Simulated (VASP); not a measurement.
# Ge (Cmmm) in VASP: a series of runs

The runs below take Ge through single point, with r2SCAN.

Program: VASP 6.6.1. These are calculated values, not measurements. Logs are shortened: lines on timing, memory, paths and dates and some standing lists are left out, and cuts for length are marked.

### 1 The cell of the first run

Symmetry: Cmmm, No. 65, orthorhombic system. The conventional cell has a = 2.737 Å, b = 5.095 Å, c = 2.643 Å, α = 90.00°, β = 90.00°, γ = 90.00°. Ge (site symmetry mmm) has 8 Ge at 2.64 to 2.89 Å within 3.5 Å.

### 2 Single point, r2SCAN

The input, POSCAR:

```
Ge
1.0
    1.3686277522     -2.5474293491      0.0000000000
    1.3686277522      2.5474293491      0.0000000000
    0.0000000000      0.0000000000      2.6431496057
Ge
1
Direct
    0.5000000000      0.5000000000      0.0000000000
```

The input, INCAR.step1:

```
SYSTEM = Ge
PREC     = Accurate       ! precision mode
ENCUT    = 520            ! plane-wave cutoff, eV
ISMEAR   = -1             ! smearing method
SIGMA    = 0.05           ! smearing width, eV
LREAL    = .FALSE.        ! projectors in reciprocal space
LASPH    = .TRUE.         ! aspherical terms in the spheres
NELM     = 60             ! most SCF steps
NBANDS   = 13             ! bands
GGA      = PE             ! functional
ALGO     = Normal         ! electronic algorithm
EDIFF    = 1E-4           ! SCF threshold, eV
LWAVE    = .TRUE.         ! write WAVECAR
LCHARG   = .FALSE.        ! write CHGCAR
```

The input, INCAR.step2:

```
SYSTEM = Ge
PREC     = Accurate       ! precision mode
ENCUT    = 520            ! plane-wave cutoff, eV
EDIFF    = 1E-6           ! SCF threshold, eV
ISMEAR   = -1             ! smearing method
SIGMA    = 0.05           ! smearing width, eV
LREAL    = .FALSE.        ! projectors in reciprocal space
LASPH    = .TRUE.         ! aspherical terms in the spheres
NELM     = 60             ! most SCF steps
ALGO     = Normal         ! electronic algorithm
ISIF     = 2              ! what is computed and relaxed
LWAVE    = .FALSE.        ! write WAVECAR
LCHARG   = .FALSE.        ! write CHGCAR
METAGGA  = R2SCAN         ! meta-GGA
LMIXTAU  = .TRUE.       
NBANDS   = 13             ! bands
ISTART   = 1
```

The input, KPOINTS:

```
regular mesh
0
G
  11 11 10
  0 0 0
```

Potentials or basis: VASP PAW PBE potentials, release 64 (Ge_d).

Command:

```
$ cat potpaw_PBE.64/Ge_d/POTCAR > POTCAR
$ cp INCAR.step1 INCAR
$ mpirun -np 1 vasp_std > vasp.out
$ cp INCAR.step2 INCAR
$ mpirun -np 1 vasp_std > vasp.out
```

OUTCAR:

```text
SYSTEM = Ge
   PREC = Accurate
   ENCUT = 520
   EDIFF = 1E-6
   ISMEAR = -1
   LREAL = .FALSE.
   LASPH = .TRUE.
   NELM = 60
   ISIF = 2
   METAGGA = R2SCAN
   ISTART = 1

 ion  position               nearest neighbor table
   1  0.500  0.500  0.000-

  LATTYP: Found a base centered orthorhombic cell.
 ALAT       =     2.7372555044
 B/A-ratio  =     1.8613018368
 C/A-ratio  =     0.9656203454

  Lattice vectors:

 A1 = (   1.3686277522,  -2.5474293491,   0.0000000000)
 A2 = (   1.3686277522,   2.5474293491,   0.0000000000)
 A3 = (   0.0000000000,   0.0000000000,   2.6431496057)

Analysis of symmetry for initial positions (statically):
=====================================================================
 Subroutine PRICEL returns:
 Original cell was already a primitive cell.

 Routine SETGRP: Setting up the symmetry group for a
 base centered orthorhombic supercell.

 Subroutine GETGRP returns: Found  8 space group operations
 (whereof  8 operations were pure point group operations)
 out of a pool of  8 trial point group operations.

The static configuration has the point symmetry D_2h.

Analysis of symmetry for dynamics (positions and initial velocities):
=====================================================================
 Subroutine PRICEL returns:
 Original cell was already a primitive cell.

 Routine SETGRP: Setting up the symmetry group for a
 base centered orthorhombic supercell.

 Subroutine GETGRP returns: Found  8 space group operations
 (whereof  8 operations were pure point group operations)
 out of a pool of  8 trial point group operations.

The dynamic configuration has the point symmetry D_2h.

 Subroutine INISYM returns: Found  8 space group operations
 (whereof  8 operations are pure point group operations),
 and found     1 'primitive' translations

----------------------------------------------------------------------------------------

                                     Primitive cell

  volume of cell :      18.4306

  direct lattice vectors                    reciprocal lattice vectors
     1.368627752 -2.547429349  0.000000000     0.365329432 -0.196276297  0.000000000
     1.368627752  2.547429349  0.000000000     0.365329432  0.196276297  0.000000000
     0.000000000  0.000000000  2.643149606     0.000000000  0.000000000  0.378336511

  length of vectors
     2.891805355  2.891805355  2.643149606     0.414716746  0.414716746  0.378336511

  position of ions in fractional coordinates (direct lattice)
     0.500000000  0.500000000  0.000000000

  ion indices of the primitive-cell ions
   primitive index   ion index
                 1           1

----------------------------------------------------------------------------------------

 KPOINTS: regular mesh

Automatic generation of k-mesh.
 Grid dimensions read from file:
 generate k-points for:   11   11   10

 Generating k-lattice:

  Cartesian coordinates                     Fractional coordinates (reciprocal lattice)
     0.033211767 -0.017843300  0.000000000     0.090909091  0.000000000  0.000000000
     0.033211767  0.017843300  0.000000000     0.000000000  0.090909091  0.000000000
     0.000000000  0.000000000  0.037833651     0.000000000  0.000000000  0.100000000

  Length of vectors
     0.037701522  0.037701522  0.037833651

  Shift w.r.t. Gamma in fractional coordinates (k-lattice)
     0.000000000  0.000000000  0.000000000

 Subroutine IBZKPT returns following result:
 ===========================================

 Found    216 irreducible k-points:

 Following reciprocal coordinates:
            Coordinates               Weight
  0.000000  0.000000  0.000000      1.000000
  0.090909 -0.000000  0.000000      4.000000
  0.181818 -0.000000  0.000000      4.000000
  0.272727  0.000000  0.000000      4.000000
  0.363636  0.000000  0.000000      4.000000
  0.454545 -0.000000  0.000000      4.000000
[... 16 lines left out ...]
 -0.272727  0.181818  0.000000      4.000000
 -0.181818  0.181818  0.000000      2.000000
 [... further k-points ...]
   k-points           NKPTS =    216   k-points in BZ     NKDIM =    216   number of bands    NBANDS=     13
   number of dos      NEDOS =    301   number of ions     NIONS =      1
   total plane-waves  NPLWV =  11520
   dimension x,y,z NGX =    24 NGY =   24 NGZ =   20
   dimension x,y,z NGXF=    48 NGYF=   48 NGZF=   40
   ions per type =               1
   NGX,Y,Z   is equivalent  to a cutoff of  13.80, 13.80, 12.58 a.u.
   NGXF,Y,Z  is equivalent  to a cutoff of  27.59, 27.59, 25.16 a.u.
 SYSTEM =  Ge
   PREC   = accura    normal or accurate (medium, high low for compatibility)
   ISTART =      1    job   : 0-new  1-cont  2-samecut
   ICHARG =      0    charge: 1-file 2-atom 10-const
   ISPIN  =      1    spin polarized calculation?
   LNONCOLLINEAR =      F non collinear calculations
   LSORBIT =      F    spin-orbit coupling
   LASPH  =      T    aspherical Exc in radial PAW
   ENCUT  =  520.0 eV  38.22 Ry    6.18 a.u.   5.38  5.38  4.91*2*pi/ulx,y,z
   NELM   =     60;   NELMIN=  2; NELMDL=  0     # of ELM steps
   EDIFF  = 0.1E-05   stopping-criterion for ELM
   LREAL  =      F    real-space projection
   EDIFFG = 0.1E-04   stopping-criterion for IOM
   NSW    =      0    number of steps for IOM
   IBRION =     -1    ionic relax: 0-MD 1-quasi-New 2-CG
   NFREE  =      0    steps in history (QN), initial steepest desc. (CG)
   ISIF   =      2    stress and relaxation
   ISYM   =      2    0-nonsym 1-usesym 2-fastsym
   POTIM  = 0.5000    time-step for ionic-motion
   TEBEG  =    0.0;   TEEND  =   0.0 temperature during run
   PSTRESS=    0.0 pullay stress
   NELECT =      14.0000    total number of electrons
   NUPDOWN=      -1.0000    fix difference up-down
   EMIN   =  10.00;   EMAX   =-10.00  energy-range for DOS
   EFERMI =   0.00;   METHOD = LEGACY
   ISMEAR =    -1;   SIGMA  =   0.05  broadening in eV -4-tet -1-fermi 0-gaus
   EFERMI_NEDOS =   21; number of points for ismear=-14 and -15
   IALGO  =     38    algorithm
   IMIX   =      4    mixing-type and parameters
     AMIX     =   0.40;   BMIX     =  1.00
     AMIX_MAG =   1.60;   BMIX_MAG =  1.00
  volume/ion in A,a.u.               =      18.43       124.38
  Fermi-wavevector in a.u.,A,eV,Ry     =   1.493727  2.822734 30.357577  2.231219
  Thomas-Fermi vector in A             =   2.606090
   LORBIT       =      0    0 simple, 1 ext, 2 COOP (PROOUT), +10 PAW based schemes
   METAGGA = R2SCAN    functional components
   LHFCALC =     F    Hartree Fock is set to
   AEXX    =    0.0000 exact exchange contribution
   IVDW    =     0    specifies the selected vdW correction
   LEPSILON=     F    determine dielectric tensor
   LRPA    =     F    only Hartree local field effects (RPA)
 non-spin polarized calculation
  energy-cutoff  :      520.00
  volume of cell :       18.43
 maximum number of plane-waves:       510
 NGX is ok and might be reduce to    24
   NGX = 11   NGY = 11   NGZ =  9

 number of electron      13.9999990 magnetization

 Free energy of the ion-electron system (eV)
  ---------------------------------------------------
  ext. energy  EPLUGINS =         0.00000000
  ---------------------------------------------------
  free energy    TOTEN  =       -13.48441623 eV

  energy without entropy =      -13.48038608  energy(sigma->0) =      -13.48240115

 E-fermi :   6.7297     XC(G=0): -12.4290

 val. band max:        6.7199454701   @ k =   0.3636   0.3636   0.4000
 cond. band min:       6.7440024880   @ k =  -0.4545   0.1818   0.0000
 fundamental gap:      0.0240570179
 Fermi energy:         6.7296569779

 k-point     1 :       0.0000    0.0000    0.0000
  band No.  band energies     occupation
      1     -18.7707      2.00000
      2     -18.6958      2.00000
      3     -18.6315      2.00000
      4     -18.4977      2.00000
      5     -18.4738      2.00000
      6      -7.2615      2.00000
      7      14.1187      0.00000
      8      14.7454      0.00000
      9      16.4538      0.00000
     10      17.6068      0.00000
     11      20.4471      0.00000
     12      23.0076      0.00000
     13      23.7718      0.00000

 k-point     2 :       0.0909   -0.0000    0.0000
  band No.  band energies     occupation
      1     -18.7634      2.00000
      2     -18.6850      2.00000
      3     -18.6329      2.00000
      4     -18.4993      2.00000
      5     -18.4789      2.00000
      6      -7.0393      2.00000
      7      13.7516      0.00000
      8      14.3394      0.00000
      9      14.6545      0.00000
     10      18.1968      0.00000
     11      20.1226      0.00000
     12      21.8654      0.00000
     13      24.9664      0.00000

 k-point     3 :       0.1818   -0.0000    0.0000
  band No.  band energies     occupation
      1     -18.7475      2.00000
      2     -18.6651      2.00000
      3     -18.6243      2.00000
      4     -18.5052      2.00000
      5     -18.4910      2.00000
      6      -6.3723      2.00000
      7      10.6712      0.00000
      8      13.0400      0.00000
      9      14.9889      0.00000
     10      17.5302      0.00000
     11      19.7605      0.00000
     12      24.0552      0.00000
     13      27.6525      0.00000
[... 305 lines left out ...]
 k-point    23 :      -0.2727    0.1818    0.0000
  band No.  band energies     occupation
      1     -18.7472      2.00000
      2     -18.6857      2.00000
      3     -18.5861      2.00000
      4     -18.5201      2.00000
      5     -18.4824      2.00000
      6      -5.8620      2.00000
      7       7.7367      0.00000
      8      12.2411      0.00000
      9      15.4413      0.00000
     10      19.3738      0.00000
     11      21.0612      0.00000
     12      25.0363      0.00000
     13      29.9277      0.00000

 k-point    24 :      -0.1818    0.1818    0.0000
  band No.  band energies     occupation
      1     -18.7591      2.00000
      2     -18.6922      2.00000
      3     -18.5998      2.00000
      4     -18.5128      2.00000
      5     -18.4767      2.00000
      6      -6.4746      2.00000
      7       9.2741      0.00000
      8      14.7947      0.00000
      9      14.8703      0.00000
     10      18.1196      0.00000
     11      20.2290      0.00000
     12      26.1660      0.00000
     13      26.8280      0.00000

 [... further k-points ...]
[... 5 lines left out ...]
  --------------------------------------------------------------------------------------
  -------------------------------------------------------------------------------------
  Total        0.2904704     -0.0547981      0.1039203      0.0000000      0.0000000      0.0000000
  in kB       25.2506858     -4.7636153      9.0338263      0.0000000      0.0000000      0.0000000
  external PRESSURE =       9.8402989 kB  Pullay stress =       0.0000000 kB

 VOLUME and BASIS-vectors are now :
 -----------------------------------------------------------------------------
  energy-cutoff  :      520.00
  volume of cell :       18.43
      direct lattice vectors                 reciprocal lattice vectors
     1.368627752 -2.547429349  0.000000000     0.365329432 -0.196276297  0.000000000
     1.368627752  2.547429349  0.000000000     0.365329432  0.196276297  0.000000000
     0.000000000  0.000000000  2.643149606     0.000000000  0.000000000  0.378336511

 POSITION                                       TOTAL-FORCE (eV/Angst)
 -----------------------------------------------------------------------------------
      1.36863      0.00000      0.00000         0.000000      0.000000      0.000000
 -----------------------------------------------------------------------------------
    total drift:                               -0.000000     -0.000000     -0.000000

  FREE ENERGIE OF THE ION-ELECTRON SYSTEM (eV)
  ---------------------------------------------------
  free  energy   TOTEN  =       -13.4844162316 eV

  energy  without entropy=      -13.4803860769  energy(sigma->0) =      -13.48240115
```

Wall time 44 s (1 thread of Intel Xeon 6975P-C (Granite Rapids), shared host); peak memory 0.17 GiB.

Results:

```yaml
Free_energy: -13.4844 eV
Pressure: 1.0 GPa
Band_gap_on_the_k_mesh: zero (band 7 reaches 14.12 eV, above the bottom of band 8 at 4.03 eV)
```

Stress tensor (GPa, compression positive):
```
 2.53  0.00  0.00
 0.00 -0.48  0.00
 0.00  0.00  0.90
```

Caveat: the PAW data sets were made with another functional, which shifts forces and pressure a little.

### 3 Single point, r2SCAN

This run uses another cell than the first one, of 18.82 Å³/atom, 1.021 times its volume.

The input, POSCAR:

```
Ge
1.0
    1.3782662934     -2.5653695835      0.0000000000
    1.3782662934      2.5653695835      0.0000000000
    0.0000000000      0.0000000000      2.6617639486
Ge
1
Direct
    0.5000000000      0.5000000000      0.0000000000
```

The input, INCAR.step1:

```
SYSTEM = Ge
PREC = Accurate
ENCUT = 520
ISMEAR = -1
SIGMA = 0.05
LREAL = .FALSE.
LASPH = .TRUE.
NELM = 100
NBANDS = 13
GGA = PE
ALGO = Normal
EDIFF = 1E-4
LWAVE = .TRUE.
LCHARG = .FALSE.
```

The input, INCAR.step2:

```
SYSTEM = Ge
PREC = Accurate
ENCUT = 520
EDIFF = 1E-6
ISMEAR = -1
SIGMA = 0.05
LREAL = .FALSE.
LASPH = .TRUE.
NELM = 100
ALGO = Normal
ISIF = 2
LWAVE = .FALSE.
LCHARG = .FALSE.
METAGGA = R2SCAN
LMIXTAU = .TRUE.
NBANDS = 13
ISTART = 1
```

The input, KPOINTS:

```
Automatic mesh
0
G
  11 11 10
  0 0 0
```

Potentials or basis: VASP PAW PBE potentials, release 64 (Ge_d).

Command:

```
$ cat potpaw_PBE.64/Ge_d/POTCAR > POTCAR
$ cp INCAR.step1 INCAR
$ mpirun -np 1 vasp_std > vasp.out
$ cp INCAR.step2 INCAR
$ mpirun -np 1 vasp_std > vasp.out
```

Run time: 46 s. Hardware: 1 thread of Intel Xeon 6975P-C (Granite Rapids), shared host; peak memory 0.17 GiB.

It converged, with:

| Item | Value |
| --- | --- |
| Free energy | -13.4853 eV |
| Pressure | -0.6 GPa |
| Band gap on the k mesh | zero (band 7 reaches 13.77 eV, above the bottom of band 8 at 3.87 eV) |

Stress tensor (GPa, compression positive):
```
 0.97  0.00  0.00
 0.00 -2.16  0.00
 0.00  0.00 -0.51
```

Levels at points of the mesh, in eV from the Fermi level:
| k point | band 5 | band 6 | band 7 | band 8 | band 9 | band 10 |
| --- | --- | --- | --- | --- | --- | --- |
| (0.00, 0.00, 0.00) | -25.19 | -13.80 | 7.27 | 7.86 | 9.53 | 10.79 |
| (0.00, 0.00, 0.50) | -25.24 | -9.66 | -6.14 | 11.10 | 12.79 | 17.16 |

Caveat: the PAW data sets were made with another functional, which shifts forces and pressure a little.

### 4 Single point, r2SCAN

This run uses another cell than the first one, of 19.21 Å³/atom, 1.043 times its volume.

The input, POSCAR:

```
Ge
1.0
    1.3877718785     -2.5830623466      0.0000000000
    1.3877718785      2.5830623466      0.0000000000
    0.0000000000      0.0000000000      2.6801215215
Ge
1
Direct
    0.5000000000      0.5000000000      0.0000000000
```

The input, INCAR.step1:

```
  ALGO = Normal
  EDIFF = 1E-4
  ENCUT = 520
  GGA = PE
  ISMEAR = -1
  LASPH = T
  LCHARG = F
  LREAL = F
  LWAVE = T
  NBANDS = 13
  NELM = 60
  PREC = Accurate
  SIGMA = 0.05
```

The input, INCAR.step2:

```
  ALGO = Normal
  EDIFF = 1E-6
  ENCUT = 520
  ISIF = 2
  ISMEAR = -1
  ISTART = 1
  LASPH = T
  LCHARG = F
  LMIXTAU = T
  LREAL = F
  LWAVE = F
  METAGGA = R2SCAN
  NBANDS = 13
  NELM = 60
  PREC = Accurate
  SIGMA = 0.05
```

The input, KPOINTS:

```
k-points
0
Gamma
  11 11 10
```

Command:

```
$ cat potpaw_PBE.64/Ge_d/POTCAR > POTCAR
$ cp INCAR.step1 INCAR
$ mpirun -np 1 vasp_std > vasp.out
$ cp INCAR.step2 INCAR
$ mpirun -np 1 vasp_std > vasp.out
```

It took 51 s on 1 thread of Intel Xeon 6975P-C (Granite Rapids), shared host; peak memory 0.17 GiB.

Results (log left out):

| Property | Result |
| --- | --- |
| Free energy | -13.4826 eV |
| Pressure | -2.0 GPa |
| Band gap on the k mesh | zero (band 7 reaches 13.42 eV, above the bottom of band 8 at 3.73 eV) |

Stress tensor (GPa, compression positive):
```
-0.46  0.00  0.00
 0.00 -3.62  0.00
 0.00  0.00 -1.84
```

Levels at points of the mesh, in eV from the Fermi level:
```tsv
k point	band 4	band 5	band 6	band 7	band 8	band 9	band 10	band 11
(0.00, 0.00, 0.00)	-25.21	-25.19	-13.62	7.16	7.71	9.34	10.71	13.45
(0.00, 0.00, 0.50)	-25.26	-25.23	-9.58	-6.00	10.85	12.49	16.98	17.53
```

Caveat: the PAW data sets were made with another functional, which shifts forces and pressure a little.

### 5 Single point, r2SCAN

This run uses another cell than the first one, of 19.61 Å³/atom, 1.064 times its volume.

The input, POSCAR:

```
Ge
1.0
    1.3971490000     -2.6005160000      0.0000000000
    1.3971490000      2.6005160000      0.0000000000
    0.0000000000      0.0000000000      2.6982310000
Ge
1
Direct
    0.5000000000      0.5000000000      0.0000000000
```

The input, INCAR.step1:

```
PREC = Accurate
ENCUT = 520
ISMEAR = -1
SIGMA = 0.05
LREAL = False
LASPH = True
NELM = 60
NBANDS = 13
GGA = PE
ALGO = Normal
EDIFF = 1E-4
LWAVE = True
LCHARG = False
```

The input, INCAR.step2:

```
PREC = Accurate
ENCUT = 520
EDIFF = 1E-6
ISMEAR = -1
SIGMA = 0.05
LREAL = False
LASPH = True
NELM = 60
ALGO = Normal
ISIF = 2
LWAVE = False
LCHARG = True
METAGGA = R2SCAN
LMIXTAU = True
LELF = True
LVHAR = True
NBANDS = 13
ISTART = 1
```

The input, KPOINTS:

```
regular mesh
0
Gamma
  11 11 10
```

Command:

```
$ cat potpaw_PBE.64/Ge_d/POTCAR > POTCAR
$ cp INCAR.step1 INCAR
$ mpirun -np 1 vasp_std > vasp.out
$ cp INCAR.step2 INCAR
$ mpirun -np 1 vasp_std > vasp.out
```

It took 50 s on 1 thread of Intel Xeon 6975P-C (Granite Rapids), shared host; peak memory 0.17 GiB.

It converged, with:

| Item | Value |
| --- | --- |
| Free energy | -13.4765 eV |
| Pressure | -3.3 GPa |
| Band gap on the k mesh | zero (band 7 reaches 13.10 eV, above the bottom of band 8 at 3.59 eV) |

Stress tensor (GPa, compression positive):
```
-1.81  0.00  0.00
 0.00 -4.88  0.00
 0.00  0.00 -3.10
```

Levels at points of the mesh, in eV from the Fermi level:
```
           k point  band 3  band 4  band 5  band 6  band 7  band 8  band 9  band 10  band 11  band 12
(0.00, 0.00, 0.00)  -25.32  -25.20  -25.18  -13.44    7.05    7.56    9.15    10.63    13.33    15.84
(0.00, 0.00, 0.50)  -25.27  -25.25  -25.22   -9.50   -5.86   10.61   12.21    16.80    17.35    18.03
```

Caveat: the PAW data sets were made with another functional, which shifts forces and pressure a little.

### 6 Overview

| cell | gap on the mesh (eV) | pressure (GPa) |
| --- | --- | --- |
| a = 2.892, b = 2.892, c = 2.643 Å, angles 90.0, 90.0, 123.5°, 1 atom | none | 1.0 |
| a = 2.912, b = 2.912, c = 2.662 Å, angles 90.0, 90.0, 123.5°, 1 atom | none | -0.6 |
| a = 2.932, b = 2.932, c = 2.680 Å, angles 90.0, 90.0, 123.5°, 1 atom | none | -2.0 |
| a = 2.952, b = 2.952, c = 2.698 Å, angles 90.0, 90.0, 123.5°, 1 atom | none | -3.3 |

Alike in all rows: task single point; level r2SCAN; potentials or basis VASP PAW PBE potentials, release 64 (Ge_d); no spin polarisation; k mesh 11 × 11 × 10; cutoff (eV) 520; smearing fermi-dirac 0.05 eV.

Caveats: the PAW data sets were made with another functional, which shifts forces and pressure a little.

Absolute energies hang on the potentials; compare differences alone.
